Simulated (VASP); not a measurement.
# CaO (zincblende type) (F-43m) in VASP: a series of runs

The runs below take CaO (zincblende type) through electric field gradients, density of states, with PBE, LDA, r2SCAN.

All numbers are computed with VASP 6.6.1; they aren't measurements. Logs are shortened: lines on timing, memory, paths and dates and some standing lists are left out, and cuts for length are marked.

## (1) The cell of the first run

It takes space group F-43m (No. 216, cubic). The conventional cell has a = 5.347 Å, b = 5.347 Å, c = 5.347 Å, α = 90.00°, β = 90.00°, γ = 90.00°. Within 3.1 Å of Ca (site symmetry -43m) lie 4 O at 2.32 Å. Within 3.1 Å of O (site symmetry -43m) lie 4 Ca at 2.32 Å.

## (2) Electric field gradients, PBE (volume scaled by 1.06)

Contents of INCAR:

```
PREC = Accurate ; ENCUT = 520
EDIFF = 1E-8 ; ISMEAR = -1
SIGMA = 0.05 ; LREAL = F
LASPH = T ; NELM = 80
ALGO = Normal ; ISIF = 2
LWAVE = F ; LCHARG = F
GGA = PE ; LEFG = T
NBANDS = 15
```

Contents of KPOINTS:

```
regular mesh
0
Gamma
  11 11 11
```

Contents of POSCAR:

```
CaO
1.0
    0.0000000000      2.6732515112      2.6732515112
    2.6732515112      0.0000000000      2.6732515112
    2.6732515112      2.6732515112      0.0000000000
Ca O
1 1
Direct
    0.0000000000      0.0000000000      0.0000000000
    0.2500000000      0.2500000000      0.2500000000
```

Potentials or basis: VASP PAW PBE potentials, release 64 (Ca_sv, O).

Command:

```console
> cat potpaw_PBE.64/Ca_sv/POTCAR potpaw_PBE.64/O/POTCAR > POTCAR
> mpirun -np 1 vasp_std > vasp.out
```

OUTCAR:

```text
PREC = Accurate
   ENCUT = 520
   EDIFF = 1E-8
   ISMEAR = -1
   LREAL = F
   LASPH = T
   NELM = 80
   ISIF = 2
   GGA = PE

 ion  position               nearest neighbor table
   1  0.000  0.000  0.000-   2 2.32   2 2.32   2 2.32   2 2.32
   2  0.250  0.250  0.250-   1 2.32   1 2.32   1 2.32   1 2.32

  LATTYP: Found a face centered cubic cell.
 ALAT       =     5.3465030224

  Lattice vectors:

 A1 = (   0.0000000000,   2.6732515112,   2.6732515112)
 A2 = (   2.6732515112,   0.0000000000,   2.6732515112)
 A3 = (   2.6732515112,   2.6732515112,   0.0000000000)

Analysis of symmetry for initial positions (statically):
=====================================================================
 Subroutine PRICEL returns:
 Original cell was already a primitive cell.

 Routine SETGRP: Setting up the symmetry group for a
 face centered cubic supercell.

 Subroutine GETGRP returns: Found 24 space group operations
 (whereof 24 operations were pure point group operations)
 out of a pool of 48 trial point group operations.

The static configuration has the point symmetry T_d .

Analysis of symmetry for dynamics (positions and initial velocities):
=====================================================================
 Subroutine PRICEL returns:
 Original cell was already a primitive cell.

 Routine SETGRP: Setting up the symmetry group for a
 face centered cubic supercell.

 Subroutine GETGRP returns: Found 24 space group operations
 (whereof 24 operations were pure point group operations)
 out of a pool of 48 trial point group operations.

The dynamic configuration has the point symmetry T_d .

 Subroutine INISYM returns: Found 24 space group operations
 (whereof 24 operations are pure point group operations),
 and found     1 'primitive' translations

----------------------------------------------------------------------------------------

                                     Primitive cell

  volume of cell :      38.2076

  direct lattice vectors                    reciprocal lattice vectors
     0.000000000  2.673251511  2.673251511    -0.187038144  0.187038144  0.187038144
     2.673251511  0.000000000  2.673251511     0.187038144 -0.187038144  0.187038144
     2.673251511  2.673251511  0.000000000     0.187038144  0.187038144 -0.187038144

  length of vectors
     3.780548543  3.780548543  3.780548543     0.323959568  0.323959568  0.323959568

  position of ions in fractional coordinates (direct lattice)
     0.000000000  0.000000000  0.000000000
     0.250000000  0.250000000  0.250000000

  ion indices of the primitive-cell ions
   primitive index   ion index
                 1           1
                 2           2

----------------------------------------------------------------------------------------

 KPOINTS: regular mesh

Automatic generation of k-mesh.
 Grid dimensions read from file:
 generate k-points for:   11   11   11

 Generating k-lattice:

  Cartesian coordinates                     Fractional coordinates (reciprocal lattice)
    -0.017003468  0.017003468  0.017003468     0.090909091  0.000000000  0.000000000
     0.017003468 -0.017003468  0.017003468     0.000000000  0.090909091  0.000000000
     0.017003468  0.017003468 -0.017003468     0.000000000  0.000000000  0.090909091

  Length of vectors
     0.029450870  0.029450870  0.029450870

  Shift w.r.t. Gamma in fractional coordinates (k-lattice)
     0.000000000  0.000000000  0.000000000

 Subroutine IBZKPT returns following result:
 ===========================================

 Found     56 irreducible k-points:

 Following reciprocal coordinates:
            Coordinates               Weight
  0.000000  0.000000  0.000000      1.000000
  0.090909  0.000000  0.000000      8.000000
  0.181818  0.000000  0.000000      8.000000
  0.272727  0.000000  0.000000      8.000000
  0.363636  0.000000  0.000000      8.000000
  0.454545  0.000000  0.000000      8.000000
[... 16 lines left out ...]
 -0.272727  0.181818  0.000000     24.000000
 -0.181818  0.181818  0.000000     12.000000
 [... further k-points ...]
   k-points           NKPTS =     56   k-points in BZ     NKDIM =     56   number of bands    NBANDS=     15
   number of dos      NEDOS =    301   number of ions     NIONS =      2
   total plane-waves  NPLWV =  21952
   dimension x,y,z NGX =    28 NGY =   28 NGZ =   28
   dimension x,y,z NGXF=    56 NGYF=   56 NGZF=   56
   ions per type =               1   1
   NGX,Y,Z   is equivalent  to a cutoff of  12.31, 12.31, 12.31 a.u.
   NGXF,Y,Z  is equivalent  to a cutoff of  24.63, 24.63, 24.63 a.u.
 SYSTEM =  unknown system
   PREC   = accura    normal or accurate (medium, high low for compatibility)
   ISTART =      0    job   : 0-new  1-cont  2-samecut
   ICHARG =      2    charge: 1-file 2-atom 10-const
   ISPIN  =      1    spin polarized calculation?
   LNONCOLLINEAR =      F non collinear calculations
   LSORBIT =      F    spin-orbit coupling
   LASPH  =      T    aspherical Exc in radial PAW
   ENCUT  =  520.0 eV  38.22 Ry    6.18 a.u.   7.03  7.03  7.03*2*pi/ulx,y,z
   NELM   =     80;   NELMIN=  2; NELMDL= -5     # of ELM steps
   EDIFF  = 0.1E-07   stopping-criterion for ELM
   LREAL  =      F    real-space projection
   EDIFFG = 0.1E-06   stopping-criterion for IOM
   NSW    =      0    number of steps for IOM
   IBRION =     -1    ionic relax: 0-MD 1-quasi-New 2-CG
   NFREE  =      0    steps in history (QN), initial steepest desc. (CG)
   ISIF   =      2    stress and relaxation
   ISYM   =      2    0-nonsym 1-usesym 2-fastsym
   POTIM  = 0.5000    time-step for ionic-motion
   TEBEG  =    0.0;   TEEND  =   0.0 temperature during run
   PSTRESS=    0.0 pullay stress
   NELECT =      16.0000    total number of electrons
   NUPDOWN=      -1.0000    fix difference up-down
   EMIN   =  10.00;   EMAX   =-10.00  energy-range for DOS
   EFERMI =   0.00;   METHOD = LEGACY
   ISMEAR =    -1;   SIGMA  =   0.05  broadening in eV -4-tet -1-fermi 0-gaus
   EFERMI_NEDOS =   21; number of points for ismear=-14 and -15
   IALGO  =     38    algorithm
   IMIX   =      4    mixing-type and parameters
     AMIX     =   0.40;   BMIX     =  1.00
     AMIX_MAG =   1.60;   BMIX_MAG =  1.00
  volume/ion in A,a.u.               =      19.10       128.92
  Fermi-wavevector in a.u.,A,eV,Ry     =   1.224800  2.314535 20.410560  1.500134
  Thomas-Fermi vector in A             =   2.359861
   LORBIT       =      0    0 simple, 1 ext, 2 COOP (PROOUT), +10 PAW based schemes
   GGA     = PE    functional components
   LHFCALC =     F    Hartree Fock is set to
   AEXX    =    0.0000 exact exchange contribution
   IVDW    =     0    specifies the selected vdW correction
   LEPSILON=     F    determine dielectric tensor
   LRPA    =     F    only Hartree local field effects (RPA)
 non-spin polarized calculation
  energy-cutoff  :      520.00
  volume of cell :       38.21
 maximum number of plane-waves:      1039
   NGX = 13   NGY = 13   NGZ = 13

 number of electron      16.0000008 magnetization

 Free energy of the ion-electron system (eV)
  ---------------------------------------------------
  ext. energy  EPLUGINS =         0.00000000
  ---------------------------------------------------
  free energy    TOTEN  =       -12.42277482 eV

  energy without entropy =      -12.42277482  energy(sigma->0) =      -12.42277482

 E-fermi :   1.2461     XC(G=0):  -8.7232

 val. band max:        0.1460490912   @ k =  -0.4545   0.4545   0.0000
 cond. band min:       3.2254809018   @ k =   0.0000   0.0000   0.0000
 fundamental gap:      3.0794318106
 Fermi energy:         1.2460546669

 k-point     1 :       0.0000    0.0000    0.0000
  band No.  band energies     occupation
      1     -37.3280      2.00000
      2     -18.2785      2.00000
      3     -18.2785      2.00000
      4     -18.2785      2.00000
      5     -14.5197      2.00000
      6      -0.3433      2.00000
      7      -0.3433      2.00000
      8      -0.3433      2.00000
      9       3.2255      0.00000
     10       7.8126      0.00000
     11       7.8126      0.00000
     12       9.2617      0.00000
     13       9.2617      0.00000
     14       9.2617      0.00000
     15      15.9714      0.00000

 k-point     2 :       0.0909    0.0000    0.0000
  band No.  band energies     occupation
      1     -37.3256      2.00000
      2     -18.3235      2.00000
      3     -18.2818      2.00000
      4     -18.2818      2.00000
      5     -14.4742      2.00000
      6      -0.4471      2.00000
      7      -0.3234      2.00000
      8      -0.3234      2.00000
      9       3.5167      0.00000
     10       7.7210      0.00000
     11       7.7210      0.00000
     12       9.1436      0.00000
     13       9.3412      0.00000
     14       9.3412      0.00000
     15      14.9682      0.00000

 k-point     3 :       0.1818    0.0000    0.0000
  band No.  band energies     occupation
      1     -37.3190      2.00000
      2     -18.4384      2.00000
      3     -18.2904      2.00000
      4     -18.2904      2.00000
      5     -14.3583      2.00000
      6      -0.6411      2.00000
      7      -0.2719      2.00000
      8      -0.2719      2.00000
      9       4.2238      0.00000
     10       7.5658      0.00000
     11       7.5658      0.00000
     12       8.8586      0.00000
     13       9.4538      0.00000
     14       9.4538      0.00000
     15      13.4708      0.00000
[... 343 lines left out ...]
 k-point    23 :      -0.2727    0.1818    0.0000
  band No.  band energies     occupation
      1     -37.3000      2.00000
      2     -18.6760      2.00000
      3     -18.3800      2.00000
      4     -18.3122      2.00000
      5     -14.0645      2.00000
      6      -0.7169      2.00000
      7      -0.2585      2.00000
      8      -0.1237      2.00000
      9       5.6060      0.00000
     10       7.1992      0.00000
     11       7.3928      0.00000
     12       8.5790      0.00000
     13       9.5363      0.00000
     14       9.5669      0.00000
     15      12.2439      0.00000

 k-point    24 :      -0.1818    0.1818    0.0000
  band No.  band energies     occupation
      1     -37.3074      2.00000
      2     -18.5877      2.00000
      3     -18.3503      2.00000
      4     -18.2995      2.00000
      5     -14.1720      2.00000
      6      -0.7600      2.00000
      7      -0.2329      2.00000
      8      -0.1873      2.00000
      9       5.2484      0.00000
     10       7.1467      0.00000
     11       7.5072      0.00000
     12       8.6327      0.00000
     13       9.4256      0.00000
     14       9.6199      0.00000
     15      12.8367      0.00000

 [... further k-points ...]

------------------------ aborting loop because EDIFF is reached ----------------------------------------

  FORCE on cell =-STRESS in cart. coord.  units (eV):
  Direction    XX          YY          ZZ          XY          YZ          ZX
  --------------------------------------------------------------------------------------
  -------------------------------------------------------------------------------------
  Total       -0.8547999     -0.8547999     -0.8547999      0.0000000      0.0000000      0.0000000
  in kB      -35.8447545    -35.8447545    -35.8447545      0.0000000      0.0000000      0.0000000
  external PRESSURE =     -35.8447545 kB  Pullay stress =       0.0000000 kB

 VOLUME and BASIS-vectors are now :
 -----------------------------------------------------------------------------
  energy-cutoff  :      520.00
  volume of cell :       38.21
      direct lattice vectors                 reciprocal lattice vectors
     0.000000000  2.673251511  2.673251511    -0.187038144  0.187038144  0.187038144
     2.673251511  0.000000000  2.673251511     0.187038144 -0.187038144  0.187038144
     2.673251511  2.673251511  0.000000000     0.187038144  0.187038144 -0.187038144

 POSITION                                       TOTAL-FORCE (eV/Angst)
 -----------------------------------------------------------------------------------
      0.00000      0.00000      0.00000        -0.000000     -0.000000     -0.000000
      1.33663      1.33663      1.33663         0.000000      0.000000      0.000000
 -----------------------------------------------------------------------------------
    total drift:                               -0.000000     -0.000000     -0.000000

  FREE ENERGIE OF THE ION-ELECTRON SYSTEM (eV)
  ---------------------------------------------------
  free  energy   TOTEN  =       -12.4227748232 eV

  energy  without entropy=      -12.4227748231  energy(sigma->0) =      -12.42277482

 Electric field gradients (V/A^2)
---------------------------------------------------------------------
 ion       V_xx      V_yy      V_zz      V_xy      V_xz      V_yz
---------------------------------------------------------------------
   1       0.000    -0.000     0.000     0.001     0.001     0.001
   2       0.000     0.000     0.000     0.003     0.003     0.003
---------------------------------------------------------------------

 Electric field gradients after diagonalization (V/A^2)
 (convention: |V_zz| > |V_xx| > |V_yy|)
----------------------------------------------------------------------
 ion       V_xx      V_yy      V_zz     asymmetry (V_yy - V_xx)/ V_zz
----------------------------------------------------------------------
   1      -0.001    -0.001     0.001       0.000
   2      -0.003    -0.003     0.006       0.000
----------------------------------------------------------------------

           NMR quadrupolar parameters

 Cq : quadrupolar parameter    Cq=e*Q*V_zz/h
 eta: asymmetry parameters     (V_yy - V_xx)/ V_zz
 Q  : nuclear electric quadrupole moment in mb (millibarn)
----------------------------------------------------------------------
 ion       Cq(MHz)       eta       Q (mb)
----------------------------------------------------------------------
   1       0.000       0.000       1.000
   2       0.000       0.000       1.000
----------------------------------------------------------------------
```

Wall time 92 s (1 thread of AMD EPYC 7R13, shared host); peak memory 0.15 GiB.

What came out:

```
Free energy            : -12.4228 eV
Pressure               : -3.6 GPa
Band gap on the k mesh : 3.08 eV, indirect (least direct gap 3.57 eV)
```

Levels at points of the mesh, in eV from the valence-band top:
| k point | band 5 | band 6 | band 7 | band 8 | band 9 | band 10 | band 11 | band 12 |
| --- | --- | --- | --- | --- | --- | --- | --- | --- |
| (0.00, 0.00, 0.00) | -14.67 | -0.49 | -0.49 | -0.49 | 3.08 | 7.67 | 7.67 | 9.12 |

Caveat: the cell differs from its parent crystal (volume scaled by 1.06); without QUAD_EFG the Cq values of the log hold for a quadrupole moment of 1 mb, not for the nuclei.

## (3) Density of states, PBE

This run uses another cell than the first one, of 18.02 Å³/atom, 0.943 times its volume.

Contents of POSCAR:

```
CaO
1.0
    0.0000000000      2.6218300245      2.6218300245
    2.6218300245      0.0000000000      2.6218300245
    2.6218300245      2.6218300245      0.0000000000
Ca O
1 1
Direct
    0.0000000000      0.0000000000      0.0000000000
    0.2500000000      0.2500000000      0.2500000000
```

Contents of INCAR.step1:

```
SYSTEM = CaO
ALGO = Normal
EDIFF = 1E-7
ENCUT = 520
GGA = PE
ISIF = 2
ISMEAR = -1
LASPH = .True.
LCHARG = .True.
LREAL = .False.
LWAVE = .False.
NBANDS = 15
NELM = 60
PREC = Accurate
SIGMA = 0.05
```

Contents of KPOINTS.step1:

```
k-points
0
Gamma
  11 11 11
  0 0 0
```

Contents of INCAR.step2:

```
SYSTEM = CaO
ALGO = Normal
EDIFF = 1E-7
ENCUT = 520
GGA = PE
ICHARG = 11
ISIF = 2
ISMEAR = -5
LASPH = .True.
LCHARG = .False.
LORBIT = 11
LREAL = .False.
LWAVE = .False.
NBANDS = 15
NEDOS = 1001
NELM = 60
PREC = Accurate
SIGMA = 0.05
```

Contents of KPOINTS.step2:

```
k-points
0
Gamma
  17 17 17
  0 0 0
```

Potentials or basis: VASP PAW PBE potentials, release 64 (Ca_sv, O).

Command:

```console
> cat potpaw_PBE.64/Ca_sv/POTCAR potpaw_PBE.64/O/POTCAR > POTCAR
> cp INCAR.step1 INCAR
> cp KPOINTS.step1 KPOINTS
> mpirun -np 1 vasp_std > vasp.out
> cp INCAR.step2 INCAR
> cp KPOINTS.step2 KPOINTS
> mpirun -np 1 vasp_std > vasp.out
```

Run time: 3.5 min. Hardware: 1 thread of AMD EPYC 7R13, shared host; peak memory 0.19 GiB.

The run converged. Its results:

```yaml
Valence_electrons_inside_the_program's_atomic_spheres: Ca 8.24; O 5.00
```

Levels at points of the mesh, in eV from the valence-band top:
```
           k point  band 4  band 5  band 6  band 7  band 8  band 9  band 10  band 11  band 12  band 13
(0.00, 0.00, 0.00)  -18.16  -14.76   -0.59   -0.59   -0.59    3.27     7.91     7.91     9.50     9.50
```

(Continued in part 2 of 2.)
